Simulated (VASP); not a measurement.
# InCu3O3 (P6_3/mcm) in VASP: single point with PBE

Aim: the single point of InCu3O3 with PBE.

All numbers are computed with VASP 6.6.1; they aren't measurements. Logs are shortened: lines on timing, memory, paths and dates and some standing lists are left out, and cuts for length are marked.

## Step 1: The cell of the first run

The structure is hexagonal, space group P6_3/mcm (No. 193). The conventional cell has a = 6.010 Å, b = 6.010 Å, c = 5.739 Å, α = 90.00°, β = 90.00°, γ = 120.00°. Within 3.1 Å of In (site symmetry -3m) lie 6 O at 2.26 Å and 2 In at 2.87 Å and 6 Cu at 3.01 Å. Cu (site symmetry 2/m) has 2 O at 1.91 Å within 2.5 Å. Within 2.5 Å of O (site symmetry m2m) lie 2 Cu at 1.91 Å and 2 In at 2.26 Å.

## Step 2: Single point, PBE, collinear spin

The input, INCAR:

```
PREC = Accurate ; ENCUT = 520
EDIFF = 1E-7 ; ISMEAR = 0
SIGMA = 0.15 ; LREAL = F
LASPH = T ; NELM = 150
ALGO = Normal ; ISIF = 2
LWAVE = F ; LCHARG = F
ISPIN = 2 ; MAGMOM = 0 0 1 1 1 1 1 1 0 0 0 0 0 0
LORBIT = 11 ; LMAXMIX = 4
GGA = PE ; NBANDS = 81
```

The input, KPOINTS:

```
Automatic mesh
0
Gamma
  2 2 2
```

The input, POSCAR:

```
InCu3O3
1.0
    6.0103109183      0.0000000000      0.0000000000
   -3.0051554592      5.2050819399      0.0000000000
    0.0000000000      0.0000000000      5.7386731395
In Cu O
2 6 6
Direct
    0.0000000000      0.0000000000      0.0000000000
    0.0000000000      0.0000000000      0.5000000000
    0.0000000000      0.5000000000      0.0000000000
    0.0000000000      0.5000000000      0.5000000000
    0.5000000000      0.5000000000      0.0000000000
    0.5000000000      0.5000000000      0.5000000000
    0.5000000000      0.0000000000      0.0000000000
    0.5000000000      0.0000000000      0.5000000000
    0.0000000000      0.7104945119      0.7500000000
    0.0000000000      0.2895054881      0.2500000000
    0.2895054881      0.2895054881      0.7500000000
    0.7104945119      0.7104945119      0.2500000000
    0.7104945119      0.0000000000      0.7500000000
    0.2895054881      0.0000000000      0.2500000000
```

Potentials or basis: VASP PAW PBE potentials, release 64 (In_d, Cu, O).

The run is started by

```console
> cat potpaw_PBE.64/In_d/POTCAR potpaw_PBE.64/Cu/POTCAR potpaw_PBE.64/O/POTCAR > POTCAR
> mpirun -np 1 vasp_std > vasp.out
```

OUTCAR:

```text
PREC = Accurate
   ENCUT = 520
   EDIFF = 1E-7
   ISMEAR = 0
   LREAL = F
   LASPH = T
   NELM = 150
   ISIF = 2
   ISPIN = 2
   LORBIT = 11
   GGA = PE

 ion  position               nearest neighbor table
   1  0.000  0.000  0.000-  11 2.26  12 2.26  13 2.26  14 2.26   9 2.26  10 2.26   2 2.87   2 2.87
                             5 3.01   5 3.01   7 3.01   7 3.01   3 3.01   3 3.01
   2  0.000  0.000  0.500-  11 2.26  12 2.26  13 2.26  14 2.26   9 2.26  10 2.26   1 2.87   1 2.87
                             6 3.01   6 3.01   8 3.01   8 3.01   4 3.01   4 3.01
   3  0.000  0.500  0.000-   9 1.91  10 1.91   1 3.01   1 3.01
   4  0.000  0.500  0.500-   9 1.91  10 1.91   2 3.01   2 3.01
   5  0.500  0.500  0.000-  11 1.91  12 1.91   1 3.01   1 3.01
   6  0.500  0.500  0.500-  11 1.91  12 1.91   2 3.01   2 3.01
   7  0.500  0.000  0.000-  13 1.91  14 1.91   1 3.01   1 3.01
   8  0.500  0.000  0.500-  13 1.91  14 1.91   2 3.01   2 3.01
   9  0.000  0.710  0.750-   3 1.91   4 1.91   1 2.26   2 2.26
  10  0.000  0.290  0.250-   3 1.91   4 1.91   1 2.26   2 2.26
  11  0.290  0.290  0.750-   5 1.91   6 1.91   1 2.26   2 2.26
  12  0.710  0.710  0.250-   5 1.91   6 1.91   1 2.26   2 2.26
  13  0.710  0.000  0.750-   7 1.91   8 1.91   1 2.26   2 2.26
  14  0.290  0.000  0.250-   7 1.91   8 1.91   1 2.26   2 2.26

  LATTYP: Found a hexagonal cell.
 ALAT       =     6.0103109183
 C/A-ratio  =     0.9548047044

  Lattice vectors:

 A1 = (   6.0103109183,   0.0000000000,   0.0000000000)
 A2 = (  -3.0051554592,   5.2050819399,   0.0000000000)
 A3 = (   0.0000000000,   0.0000000000,   5.7386731395)

Analysis of symmetry for initial positions (statically):
=====================================================================
 Subroutine PRICEL returns:
 Original cell was already a primitive cell.

 Routine SETGRP: Setting up the symmetry group for a
 hexagonal supercell.

 Subroutine GETGRP returns: Found 24 space group operations
 (whereof 12 operations were pure point group operations)
 out of a pool of 24 trial point group operations.

The static configuration has the point symmetry D_3d.
 The point group associated with its full space group is D_6h.

Analysis of symmetry for dynamics (positions and initial velocities):
=====================================================================
 Subroutine PRICEL returns:
 Original cell was already a primitive cell.

 Routine SETGRP: Setting up the symmetry group for a
 hexagonal supercell.

 Subroutine GETGRP returns: Found 24 space group operations
 (whereof 12 operations were pure point group operations)
 out of a pool of 24 trial point group operations.

The dynamic configuration has the point symmetry D_3d.
 The point group associated with its full space group is D_6h.

Analysis of structural, dynamic, and magnetic symmetry:
=====================================================================
 Subroutine PRICEL returns:
 Original cell was already a primitive cell.

 Routine SETGRP: Setting up the symmetry group for a
 hexagonal supercell.

 Subroutine GETGRP returns: Found 24 space group operations
 (whereof 12 operations were pure point group operations)
 out of a pool of 24 trial point group operations.

The overall configuration has the point symmetry D_3d.
 The point group associated with its full space group is D_6h.

 Subroutine INISYM returns: Found 24 space group operations
 (whereof 12 operations are pure point group operations),
 and found     1 'primitive' translations

----------------------------------------------------------------------------------------

                                     Primitive cell

  volume of cell :     179.5296

  direct lattice vectors                    reciprocal lattice vectors
     6.010310918  0.000000000  0.000000000     0.166380744  0.096059967  0.000000000
    -3.005155459  5.205081940  0.000000000     0.000000000  0.192119934  0.000000000
     0.000000000  0.000000000  5.738673140     0.000000000  0.000000000  0.174256309

  length of vectors
     6.010310918  6.010310918  5.738673140     0.192119934  0.192119934  0.174256309

  position of ions in fractional coordinates (direct lattice)
     0.000000000  0.000000000  0.000000000
     0.000000000  0.000000000  0.500000000
     0.000000000  0.500000000  0.000000000
     0.000000000  0.500000000  0.500000000
     0.500000000  0.500000000  0.000000000
     0.500000000  0.500000000  0.500000000
     0.500000000  0.000000000  0.000000000
     0.500000000  0.000000000  0.500000000
[... 86 lines left out ...]
   NUPDOWN=      -1.0000    fix difference up-down
   EMIN   =  10.00;   EMAX   =-10.00  energy-range for DOS
   EFERMI =   0.00;   METHOD = LEGACY
   ISMEAR =     0;   SIGMA  =   0.15  broadening in eV -4-tet -1-fermi 0-gaus
   EFERMI_NEDOS =   21; number of points for ismear=-14 and -15
   IALGO  =     38    algorithm
   IMIX   =      4    mixing-type and parameters
     AMIX     =   0.40;   BMIX     =  1.00
     AMIX_MAG =   1.60;   BMIX_MAG =  1.00
  volume/ion in A,a.u.               =      12.82        86.54
  Fermi-wavevector in a.u.,A,eV,Ry     =   1.462512  2.763747 29.102070  2.138942
  Thomas-Fermi vector in A             =   2.578717
   LORBIT       =     11    0 simple, 1 ext, 2 COOP (PROOUT), +10 PAW based schemes
   GGA     = PE    functional components
   LHFCALC =     F    Hartree Fock is set to
   AEXX    =    0.0000 exact exchange contribution
   IVDW    =     0    specifies the selected vdW correction
   LEPSILON=     F    determine dielectric tensor
   LRPA    =     F    only Hartree local field effects (RPA)
 spin polarized calculation
 Gauss-broadening in eV      SIGMA  =   0.15
  energy-cutoff  :      520.00
  volume of cell :      179.53
 maximum number of plane-waves:      4852
 NGX is ok and might be reduce to    48
   NGX = 23   NGY = 23   NGZ = 21

 number of electron     128.0000016 magnetization      -0.0015430

 number of electron     128.0000016 magnetization       0.0000070

 Free energy of the ion-electron system (eV)
  ---------------------------------------------------
  ext. energy  EPLUGINS =         0.00000000
  ---------------------------------------------------
  free energy    TOTEN  =       -64.75721070 eV

  energy without entropy =      -64.72812291  energy(sigma->0) =      -64.74266680

 E-fermi :   5.7075     XC(G=0): -11.1523

 val. band max:        5.6870284211   @ k =   0.0000   0.0000   0.0000
 cond. band min:       6.2695951535   @ k =   0.5000   0.0000   0.0000
 fundamental gap:      0.5825667324
 Fermi energy:         5.7074612672

 spin component 1

 k-point     1 :       0.0000    0.0000    0.0000
  band No.  band energies     occupation
      1     -13.7557      1.00000
      2     -13.3453      1.00000
      3     -13.3453      1.00000
      4     -12.9808      1.00000
      5     -12.8493      1.00000
      6     -12.8493      1.00000
[... 305 lines left out ...]
     75      12.7516      0.00000
     76      12.7516      0.00000
 Fermi energy:         5.7074612672

 spin component 2

 k-point     1 :       0.0000    0.0000    0.0000
  band No.  band energies     occupation
      1     -13.7557      1.00000
      2     -13.3453      1.00000
      3     -13.3453      1.00000
      4     -12.9808      1.00000
      5     -12.8493      1.00000
      6     -12.8493      1.00000
[... 305 lines left out ...]
     75      12.7516      0.00000
     76      12.7516      0.00000
 [bands above 76 left out]

------------------------ aborting loop because EDIFF is reached ----------------------------------------

  FORCE on cell =-STRESS in cart. coord.  units (eV):
  Direction    XX          YY          ZZ          XY          YZ          ZX
  --------------------------------------------------------------------------------------
  -------------------------------------------------------------------------------------
  Total        0.4704810      0.4704810      1.7439541     -0.0000000      0.0000000      0.0000000
  in kB        4.1987176      4.1987176     15.5635851     -0.0000000      0.0000000      0.0000000
  external PRESSURE =       7.9870068 kB  Pullay stress =       0.0000000 kB

 VOLUME and BASIS-vectors are now :
 -----------------------------------------------------------------------------
  energy-cutoff  :      520.00
  volume of cell :      179.53
      direct lattice vectors                 reciprocal lattice vectors
     6.010310918  0.000000000  0.000000000     0.166380744  0.096059967  0.000000000
    -3.005155459  5.205081940  0.000000000     0.000000000  0.192119934  0.000000000
     0.000000000  0.000000000  5.738673140     0.000000000  0.000000000  0.174256309

 POSITION                                       TOTAL-FORCE (eV/Angst)
 -----------------------------------------------------------------------------------
      0.00000      0.00000      0.00000         0.000000      0.000000      0.000000
      0.00000      0.00000      2.86934        -0.000000      0.000000      0.000000
     -1.50258      2.60254      0.00000         0.000000      0.000000      0.000000
     -1.50258      2.60254      2.86934        -0.000000      0.000000      0.000000
      1.50258      2.60254      0.00000         0.000000      0.000000      0.000000
      1.50258      2.60254      2.86934        -0.000000      0.000000      0.000000
      3.00516      0.00000      0.00000        -0.000000      0.000000      0.000000
      3.00516      0.00000      2.86934        -0.000000      0.000000      0.000000
     -2.13515      3.69818      4.30400        -0.038881      0.067343     -0.000000
     -0.87001      1.50690      1.43467         0.038881     -0.067343      0.000000
      0.87001      1.50690      4.30400        -0.038881     -0.067343      0.000000
      2.13515      3.69818      1.43467         0.038881      0.067343     -0.000000
      4.27029      0.00000      4.30400         0.077761     -0.000000     -0.000000
      1.74002      0.00000      1.43467        -0.077761      0.000000      0.000000
 -----------------------------------------------------------------------------------
    total drift:                                0.000000      0.000000      0.000000

  FREE ENERGIE OF THE ION-ELECTRON SYSTEM (eV)
  ---------------------------------------------------
  free  energy   TOTEN  =       -64.7572106959 eV

  energy  without entropy=      -64.7281229051  energy(sigma->0) =      -64.74266680

 total charge

# of ion       s       p       d       tot
------------------------------------------
    1        0.661   0.582  10.034  11.277
    2        0.661   0.582  10.034  11.277
    3        0.369   0.265   9.267   9.901
    4        0.369   0.265   9.267   9.901
    5        0.369   0.265   9.267   9.901
    6        0.369   0.265   9.267   9.901
    7        0.369   0.265   9.267   9.901
    8        0.369   0.265   9.267   9.901
    9        1.566   3.401   0.000   4.967
   10        1.566   3.401   0.000   4.967
   11        1.566   3.401   0.000   4.967
   12        1.566   3.401   0.000   4.967
   13        1.566   3.401   0.000   4.967
   14        1.566   3.401   0.000   4.967
--------------------------------------------------
tot         12.927  23.162  75.672 111.761

 magnetization (x)

# of ion       s       p       d       tot
------------------------------------------
    1        0.000   0.000   0.000   0.000
    2        0.000   0.000   0.000   0.000
    3        0.000   0.000  -0.000   0.000
    4        0.000   0.000  -0.000   0.000
    5        0.000   0.000  -0.000   0.000
    6        0.000   0.000  -0.000   0.000
    7        0.000   0.000  -0.000   0.000
    8        0.000   0.000  -0.000   0.000
    9        0.000  -0.000   0.000  -0.000
   10        0.000  -0.000   0.000  -0.000
   11        0.000  -0.000   0.000  -0.000
   12        0.000  -0.000   0.000  -0.000
   13        0.000  -0.000   0.000  -0.000
   14        0.000  -0.000   0.000  -0.000
--------------------------------------------------
tot          0.000  -0.000  -0.000  -0.000
```

It took 2.2 min on 1 thread of Intel Xeon 6975P-C (Granite Rapids), shared host; peak memory 0.44 GiB.

What came out:

```
Free energy                                           : -64.7572 eV
Pressure                                              : 0.8 GPa
Largest force                                         : 0.078 eV/Å
Band gap on the k mesh                                : zero (filled and empty bands touch)
Net moment                                            : 0.00 μB per cell
Valence electrons inside the program's atomic spheres : In 11.28; Cu 9.90; O 4.97
```

Forces on the atoms (eV/Å):
```
In   0.000  0.000  0.000
In   0.000  0.000  0.000
Cu   0.000  0.000  0.000
Cu   0.000  0.000  0.000
Cu   0.000  0.000  0.000
Cu   0.000  0.000  0.000
Cu   0.000  0.000  0.000
Cu   0.000  0.000  0.000
O   -0.039  0.067  0.000
O    0.039 -0.067  0.000
O   -0.039 -0.067  0.000
O    0.039  0.067  0.000
O    0.078  0.000  0.000
O   -0.078  0.000  0.000
```

Caveat: the k points lie up to 0.60 Å⁻¹ apart; semilocal functionals underestimate gaps, and a narrow one can read as zero; spin-orbit coupling is left out, which moves the levels of the heavy elements. With open d or f shells a metallic result of PBE can be an artefact of self-interaction; +U or a hybrid may open a gap.

The gap in the log of VASP goes by the Fermi energy; the results here count the filled bands.